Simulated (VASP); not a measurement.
Wanted: the native input for a VASP 6.6.1 run.

| Item | Value |
| --- | --- |
| Task | electric field gradients |
| Functional | LDA |
| Potentials or basis | VASP PAW LDA potentials, release 64 (Al) |
| Cutoff | 520 eV |
| k mesh | 17 × 17 × 17 |
| Occupations | fermi-dirac, width 0.03 eV |
| Spin | no spin polarisation |
| Dipole correction | no |
| Further INCAR settings | ALGO = Normal; EDIFF = 1e-08; NBANDS = 8 |

The structure of Al lies in POSCAR:

```
Al
1.0
    0.0000000000      2.0307042354      2.0307042354
    2.0307042354      0.0000000000      2.0307042354
    2.0307042354      2.0307042354      0.0000000000
Al
1
Direct
    0.0000000000      0.0000000000      0.0000000000
```

This cell differs from its parent crystal: volume scaled by 1.01.

One way to write it, as run:

INCAR

```
PREC = Accurate
ENCUT = 520
EDIFF = 1E-8
ISMEAR = -1
SIGMA = 0.03
LREAL = False
LASPH = True
NELM = 100
ALGO = Normal
ISIF = 2
LWAVE = False
LCHARG = False
GGA = CA
LEFG = True
NBANDS = 8
```

KPOINTS

```
regular mesh
0
Gamma
  17 17 17
```

Potentials or basis: VASP PAW LDA potentials, release 64 (Al).

The run is started by

```sh
$ cat potpaw_LDA.64/Al/POTCAR > POTCAR
$ mpirun -np 1 vasp_std > vasp.out
```

It gave:

- Pressure: -4.2 GPa

Caveat: without QUAD_EFG the Cq values of the log hold for a quadrupole moment of 1 mb, not for the nuclei.

Wall time 11 s on 1 thread of AMD EPYC 9R45 96-Core Processor (Zen 5), with other jobs on the host, peak memory 0.1 GiB.
